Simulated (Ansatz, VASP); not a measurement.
# TePb in VASP and in Ansatz

POSCAR

```
TePb
1.0
    0.0000000000      3.2024801118      3.2024801118
    3.2024801118      0.0000000000      3.2024801118
    3.2024801118      3.2024801118      0.0000000000
Pb Te
1 1
Direct
    0.0000000000      0.0000000000      0.0000000000
    0.5000000000      0.5000000000      0.5000000000
```

Contents of INCAR.step1:

```
SYSTEM = TePb
  PREC = Accurate
  ENCUT = 520
  ISMEAR = 0
  SIGMA = 0.01
  LREAL = .False.
  LASPH = .True.
  NELM = 80
  NBANDS = 17
  GGA = PE
  ALGO = Normal
  EDIFF = 1E-4
  LWAVE = .True.
  LCHARG = .False.
```

INCAR.step2

```
SYSTEM = TePb
  PREC = Accurate
  ENCUT = 520
  EDIFF = 1E-6
  ISMEAR = 0
  SIGMA = 0.01
  LREAL = .False.
  LASPH = .True.
  NELM = 80
  ALGO = Normal
  ISIF = 2
  LWAVE = .False.
  LCHARG = .False.
  METAGGA = R2SCAN
  LMIXTAU = .True.
  NBANDS = 17
  ISTART = 1
```

KPOINTS

```
regular mesh
0
Gamma
  8 8 8
  0 0 0
```

Input for Ansatz:

```yaml
crystal:
  lattice:
    - [0.0, 3.2024801118, 3.2024801118]
    - [3.2024801118, 0.0, 3.2024801118]
    - [3.2024801118, 3.2024801118, 0.0]
  atoms:
    - { symbol: Pb, position: [0.0, 0.0, 0.0] }
    - { symbol: Te, position: [0.5, 0.5, 0.5] }
kpoints:
  mp_grid: { grid: [8, 8, 8] }
  band_path:
    path:
      - [0.0, 0.0, 0.0]
      - [0.5, 0.0, 0.5]
      - [0.625, 0.25, 0.625]
      - [0.375, 0.375, 0.75]
      - [0.5, 0.5, 0.5]
      - [0.5, 0.25, 0.75]
      - [0.0, 0.0, 0.5]
    npoints: 1
hamiltonian:
  xc: r2scan
scf:
  occupations: { method: fixed }
  n_extra_bands: 4
output:
  forces: true
  stress: true
  eigenvalues: true
```

Change from the starting cell: hydrostatic strain -2.0%.

Alike in both runs: task single point; functional r2SCAN; k mesh 8 × 8 × 8; no spin polarisation.

|  | VASP | Ansatz |
| --- | --- | --- |
| version | VASP 6.6.1 | Ansatz 0.2.0 |
| potentials or method | VASP PAW PBE potentials, release 64 (Pb_d, Te) | plane waves, PAW |
| plane-wave cutoff (eV) | 520 | 500 |
| occupations | gaussian, width 0.01 eV | fixed |
| valence electrons in the cell | 20 | 30 |

|  | VASP | Ansatz | Ansatz less VASP |
| --- | --- | --- | --- |
| gap on the k mesh at the Fermi level (eV) | 0.96 | 0.95 | -0.004 |
| pressure (GPa) | 2.9 | 2.9 | 0.00 |

VASP's potentials were made for PBE, not for r2SCAN. VASP's potentials hold 20 valence electrons a cell and Ansatz's 30, so a difference there can come from the potentials and not from the codes.

Spin-orbit coupling is off throughout.
